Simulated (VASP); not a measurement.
# Al3GaN4 (Pm) in VASP: further runs

Runs on Al3GaN4. Level: PBEsol. Tasks: single point, relaxation of cell and atoms.

Everything below comes from runs of VASP 6.6.1. Logs are shortened: lines on timing, memory, paths and dates and some standing lists are left out, and cuts for length are marked.

## Step 1: The cell of the first run

It takes space group Pm (No. 6, monoclinic). The conventional cell has a = 5.043 Å, b = 3.130 Å, c = 5.418 Å, α = 90.00°, β = 90.03°, γ = 90.00°. Within 2.5 Å of Al (site symmetry m) lie 4 N at 1.88 to 1.91 Å. Within 2.5 Å of Al (site symmetry m) lie 4 N at 1.90 Å. Within 2.5 Å of Al (site symmetry m) lie 4 N at 1.90 to 1.91 Å. Ga (site symmetry m) has 4 N at 1.93 to 1.96 Å within 2.6 Å. Within 2.5 Å of N (site symmetry m) lie 3 Al at 1.90 Å and 1 Ga at 1.96 Å. Within 2.5 Å of N (site symmetry m) lie 4 Al at 1.90 to 1.91 Å. Within 2.5 Å of N (site symmetry m) lie 2 Al at 1.88 to 1.90 Å and 2 Ga at 1.93 Å. Within 2.5 Å of N (site symmetry m) lie 3 Al at 1.89 to 1.91 Å and 1 Ga at 1.94 Å.

## Step 2: Single point, PBEsol

The input, INCAR:

```
SYSTEM = Al3GaN4
  PREC = Accurate
  ENCUT = 520
  EDIFF = 1E-7
  ISMEAR = 0
  SIGMA = 0.05
  LREAL = .False.
  LASPH = .True.
  NELM = 100
  ALGO = Normal
  ISIF = 2
  LWAVE = .False.
  LCHARG = .False.
  GGA = PS
  NBANDS = 31
```

The input, KPOINTS:

```
regular mesh
0
Gamma
  6 8 4
  0 0 0
```

The input, POSCAR:

```
Al3GaN4
1.0
    5.0434079713      0.0000000000      0.0001149907
    0.0000000000      3.1300738974      0.0000000000
   -0.0032362569      0.0000000000      5.4179919474
Al Ga N
3 1 4
Direct
    0.5002300423      0.5000000000      0.1673295664
    0.0009207036      0.5000000000      0.8348055932
    0.0010880650      0.0000000000      0.3316926342
    0.4994217138      0.0000000000      0.6662009016
    0.1111724737      0.0000000000      0.6663292503
    0.1224543238      0.5000000000      0.1671578647
    0.6251234799      0.5000000000      0.8401923551
    0.6231881979      0.0000000000      0.3262928345
```

Potentials or basis: VASP PAW PBE potentials, release 64 (Al, Ga_d, N).

Started as:

```
> cat potpaw_PBE.64/Al/POTCAR potpaw_PBE.64/Ga_d/POTCAR potpaw_PBE.64/N/POTCAR > POTCAR
> mpirun -np 1 vasp_std > vasp.out
```

OUTCAR:

```text
SYSTEM = Al3GaN4
   PREC = Accurate
   ENCUT = 520
   EDIFF = 1E-7
   ISMEAR = 0
   LREAL = .False.
   LASPH = .True.
   NELM = 100
   ISIF = 2
   GGA = PS

 ion  position               nearest neighbor table
   1  0.500  0.500  0.167-   7 1.88   8 1.89   8 1.89   6 1.91   2 3.10   3 3.10   3 3.10   3 3.10
                             3 3.10   2 3.10   4 3.12   4 3.12   4 3.13   4 3.13
   2  0.001  0.500  0.835-   5 1.90   5 1.90   7 1.90   6 1.90   1 3.10   4 3.10   4 3.10   1 3.10
                             4 3.11   4 3.11   3 3.11   3 3.11   3 3.14   3 3.14
   3  0.001  0.000  0.332-   5 1.90   6 1.90   6 1.90   8 1.91   1 3.10   1 3.10   4 3.10   1 3.10
                             1 3.10   4 3.11   2 3.11   2 3.11   2 3.14   2 3.14
   4  0.499  0.000  0.666-   7 1.93   7 1.93   8 1.94   5 1.96   3 3.10   2 3.10   2 3.10   2 3.11
                             2 3.11   3 3.11   1 3.12   1 3.12   1 3.13   1 3.13
   5  0.111  0.000  0.666-   2 1.90   2 1.90   3 1.90   4 1.96
   6  0.122  0.500  0.167-   2 1.90   3 1.90   3 1.90   1 1.91
   7  0.625  0.500  0.840-   1 1.88   2 1.90   4 1.93   4 1.93
   8  0.623  0.000  0.326-   1 1.89   1 1.89   3 1.91   4 1.94

  LATTYP: Found a simple monoclinic cell.
 ALAT       =     5.0434079726
 B/A-ratio  =     0.6206267497
 C/A-ratio  =     1.0742721873
 COS(beta)  =    -0.0005745164

  Lattice vectors:

 A1 = (   5.0434079713,   0.0000000000,   0.0001149907)
 A2 = (   0.0000000000,   3.1300738974,   0.0000000000)
 A3 = (  -0.0032362569,   0.0000000000,   5.4179919474)

Analysis of symmetry for initial positions (statically):
=====================================================================
 Subroutine PRICEL returns:
 Original cell was already a primitive cell.

 Routine SETGRP: Setting up the symmetry group for a
 simple monoclinic supercell.

 Subroutine GETGRP returns: Found  2 space group operations
 (whereof  2 operations were pure point group operations)
 out of a pool of  4 trial point group operations.

The static configuration has the point symmetry C_1h.

Analysis of symmetry for dynamics (positions and initial velocities):
=====================================================================
 Subroutine PRICEL returns:
 Original cell was already a primitive cell.

 Routine SETGRP: Setting up the symmetry group for a
 simple monoclinic supercell.

 Subroutine GETGRP returns: Found  2 space group operations
 (whereof  2 operations were pure point group operations)
 out of a pool of  4 trial point group operations.

The dynamic configuration has the point symmetry C_1h.

 Subroutine INISYM returns: Found  2 space group operations
 (whereof  2 operations are pure point group operations),
[... 118 lines left out ...]
   PSTRESS=    0.0 pullay stress
   NELECT =      42.0000    total number of electrons
   NUPDOWN=      -1.0000    fix difference up-down
   EMIN   =  10.00;   EMAX   =-10.00  energy-range for DOS
   EFERMI =   0.00;   METHOD = LEGACY
   ISMEAR =     0;   SIGMA  =   0.05  broadening in eV -4-tet -1-fermi 0-gaus
   EFERMI_NEDOS =   21; number of points for ismear=-14 and -15
   IALGO  =     38    algorithm
   IMIX   =      4    mixing-type and parameters
     AMIX     =   0.40;   BMIX     =  1.00
     AMIX_MAG =   1.60;   BMIX_MAG =  1.00
  volume/ion in A,a.u.               =      10.69        72.15
  Fermi-wavevector in a.u.,A,eV,Ry     =   1.291573  2.440719 22.696701  1.668160
  Thomas-Fermi vector in A             =   2.423334
   LORBIT       =      0    0 simple, 1 ext, 2 COOP (PROOUT), +10 PAW based schemes
   GGA     = PS    functional components
   LHFCALC =     F    Hartree Fock is set to
   AEXX    =    0.0000 exact exchange contribution
   IVDW    =     0    specifies the selected vdW correction
   LEPSILON=     F    determine dielectric tensor
   LRPA    =     F    only Hartree local field effects (RPA)
 non-spin polarized calculation
 Gauss-broadening in eV      SIGMA  =   0.05
  energy-cutoff  :      520.00
  volume of cell :       85.53
 maximum number of plane-waves:      2328
 NGX is ok and might be reduce to    40
   NGX = 19   NGY = 11   NGZ = 21

 number of electron      41.9999991 magnetization

 Free energy of the ion-electron system (eV)
  ---------------------------------------------------
  ext. energy  EPLUGINS =         0.00000000
  ---------------------------------------------------
  free energy    TOTEN  =       -60.06668216 eV

  energy without entropy =      -60.06668216  energy(sigma->0) =      -60.06668216

 E-fermi :   6.0191     XC(G=0): -11.3207

 val. band max:        5.7787910209   @ k =   0.0000   0.0000   0.0000
 cond. band min:       9.2739804007   @ k =   0.0000   0.0000   0.0000
 fundamental gap:      3.4951893798
 Fermi energy:         6.0190911870

 k-point     1 :       0.0000    0.0000    0.0000
  band No.  band energies     occupation
      1      -9.5587      2.00000
      2      -8.1745      2.00000
      3      -8.1291      2.00000
      4      -7.2067      2.00000
      5      -7.0235      2.00000
      6      -6.9338      2.00000
[... 805 lines left out ...]
     30      16.4743      0.00000
     31      17.1200      0.00000

 [... further k-points ...]

------------------------ aborting loop because EDIFF is reached ----------------------------------------

  FORCE on cell =-STRESS in cart. coord.  units (eV):
  Direction    XX          YY          ZZ          XY          YZ          ZX
  --------------------------------------------------------------------------------------
  -------------------------------------------------------------------------------------
  Total       -0.0169611     -0.0309344     -0.0370960      0.0000000      0.0000000     -0.0058654
  in kB       -0.3177220     -0.5794758     -0.6948970      0.0000000      0.0000000     -0.1098734
  external PRESSURE =      -0.5306983 kB  Pullay stress =       0.0000000 kB

 VOLUME and BASIS-vectors are now :
 -----------------------------------------------------------------------------
  energy-cutoff  :      520.00
  volume of cell :       85.53
      direct lattice vectors                 reciprocal lattice vectors
     5.043407971  0.000000000  0.000114991     0.198278623  0.000000000  0.000118435
     0.000000000  3.130073897  0.000000000     0.000000000  0.319481275  0.000000000
    -0.003236257  0.000000000  5.417991947    -0.000004208  0.000000000  0.184570224

 POSITION                                       TOTAL-FORCE (eV/Angst)
 -----------------------------------------------------------------------------------
      2.52232      1.56504      0.90665         0.004251      0.000000      0.002419
      0.00194      1.56504      4.52297         0.001003      0.000000      0.003469
      0.00441      0.00000      1.79711         0.000029      0.000000     -0.001285
      2.51663      0.00000      3.60953         0.002215      0.000000      0.002568
      0.55853      0.00000      3.61018         0.008880      0.000000     -0.001114
      0.61705      1.56504      0.90567        -0.001603      0.000000     -0.001491
      3.15003      1.56504      4.55223        -0.010060      0.000000     -0.012098
      3.14194      0.00000      1.76792        -0.004716      0.000000      0.007533
 -----------------------------------------------------------------------------------
    total drift:                               -0.000513      0.000000     -0.001284

  FREE ENERGIE OF THE ION-ELECTRON SYSTEM (eV)
  ---------------------------------------------------
  free  energy   TOTEN  =       -60.0666821647 eV

  energy  without entropy=      -60.0666821647  energy(sigma->0) =      -60.06668216
```

It took 2.4 min on 1 thread of AMD EPYC 7R13 (Zen 3), shared host; peak memory 0.26 GiB.

Results:

| Item | Value |
| --- | --- |
| Free energy | -60.0667 eV |
| Pressure | -0.1 GPa |
| Largest force | 0.016 eV/Å |
| Band gap on the k mesh | 3.50 eV, direct |

Forces in eV/Å, atoms in the order of the input:
```
Al   0.004  0.000  0.002
Al   0.001  0.000  0.003
Al   0.000  0.000 -0.001
Ga   0.002  0.000  0.003
N    0.009  0.000 -0.001
N   -0.002  0.000 -0.001
N   -0.010  0.000 -0.012
N   -0.005  0.000  0.008
```

Caveat: the PAW data sets were made with another functional, which shifts forces and pressure a little. A k mesh can miss the band edges.

## Step 3: Single point, PBEsol

The input, INCAR:

```
SYSTEM = Al3GaN4
ALGO     = Normal         ! electronic algorithm
EDIFF    = 1E-6           ! SCF threshold, eV
ENCUT    = 520            ! plane-wave cutoff, eV
GGA      = PS             ! functional
ISIF     = 2              ! what is computed and relaxed
ISMEAR   = 0              ! smearing method
LASPH    = .TRUE.         ! aspherical terms in the spheres
LCHARG   = .TRUE.         ! write CHGCAR
LELF     = .TRUE.         ! ELF
LREAL    = .FALSE.        ! projectors in reciprocal space
LVHAR    = .TRUE.       
LWAVE    = .FALSE.        ! write WAVECAR
NBANDS   = 31             ! bands
NELM     = 100            ! most SCF steps
PREC     = Accurate       ! precision mode
SIGMA    = 0.02           ! smearing width, eV
```

The input, KPOINTS:

```
k-points
0
G
  6 8 4
  0 0 0
```

The input, POSCAR:

```
Al3GaN4
1.0
    5.0434079699      0.0000000000      0.0001149883
    0.0000000000      3.1300738951      0.0000000000
   -0.0032362595      0.0000000000      5.4179919449
Al Ga N
3 1 4
Direct
    0.5002300436      0.5000000000      0.1673295668
    0.0009207036      0.5000000000      0.8348055922
    0.0010880646      0.0000000000      0.3316926352
    0.4994217128      0.0000000000      0.6662009011
    0.1111724736      0.0000000000      0.6663292500
    0.1224543246      0.5000000000      0.1671578647
    0.6251234792      0.5000000000      0.8401923545
    0.6231881980      0.0000000000      0.3262928354
```

Potentials or basis: VASP PAW PBE potentials, release 64 (Al, Ga_d, N).

Started as:

```
> cat potpaw_PBE.64/Al/POTCAR potpaw_PBE.64/Ga_d/POTCAR potpaw_PBE.64/N/POTCAR > POTCAR
> mpirun -np 1 vasp_std > vasp.out
```

It took 3.1 min on 1 thread of Intel Xeon Platinum 8375C at 2.90GHz (Ice Lake), shared host; peak memory 0.29 GiB.

The run converged. Its results:

```
Free energy            : -60.0667 eV
Pressure               : -0.1 GPa
Largest force          : 0.015 eV/Å
Band gap on the k mesh : 3.50 eV, direct
```

Forces on the atoms (eV/Å):
```
Al   0.004  0.000  0.002
Al   0.001  0.000  0.004
Al   0.000  0.000 -0.001
Ga   0.002  0.000  0.003
N    0.008  0.000 -0.001
N   -0.002  0.000 -0.002
N   -0.010  0.000 -0.011
N   -0.005  0.000  0.007
```

Levels at points of the mesh, in eV from the valence-band top:
| k point | band 17 | band 18 | band 19 | band 20 | band 21 | band 22 | band 23 | band 24 | band 25 | band 26 |
| --- | --- | --- | --- | --- | --- | --- | --- | --- | --- | --- |
| (0.00, 0.00, 0.00) | -0.89 | -0.74 | -0.09 | -0.01 | 0.00 | 3.50 | 5.42 | 5.87 | 5.97 | 7.58 |
| (0.50, 0.00, 0.00) | -1.31 | -0.66 | -0.66 | -0.32 | -0.27 | 4.80 | 5.18 | 5.65 | 6.05 | 8.49 |
| (0.00, 0.50, 0.00) | -2.91 | -1.90 | -1.82 | -1.56 | -1.49 | 5.61 | 5.62 | 7.57 | 7.70 | 7.97 |
| (0.50, 0.50, 0.00) | -2.97 | -1.19 | -1.17 | -1.15 | -0.90 | 6.10 | 6.44 | 6.47 | 6.49 | 8.25 |
| (0.00, 0.00, 0.50) | -1.57 | -0.57 | -0.55 | -0.40 | -0.21 | 5.49 | 5.76 | 6.94 | 7.35 | 7.76 |
| (0.50, 0.00, 0.50) | -1.46 | -1.21 | -1.16 | -1.13 | -0.75 | 5.86 | 6.11 | 6.27 | 6.40 | 8.12 |
| (0.00, 0.50, 0.50) | -2.21 | -1.95 | -1.86 | -0.78 | -0.64 | 5.16 | 5.57 | 5.75 | 5.87 | 6.99 |
| (0.50, 0.50, 0.50) | -1.60 | -1.52 | -1.43 | -1.41 | -1.19 | 4.66 | 5.07 | 5.12 | 5.15 | 7.76 |

Caveat: the PAW data sets were made with another functional, which shifts forces and pressure a little.

(Part 1 of 2 ends here.)
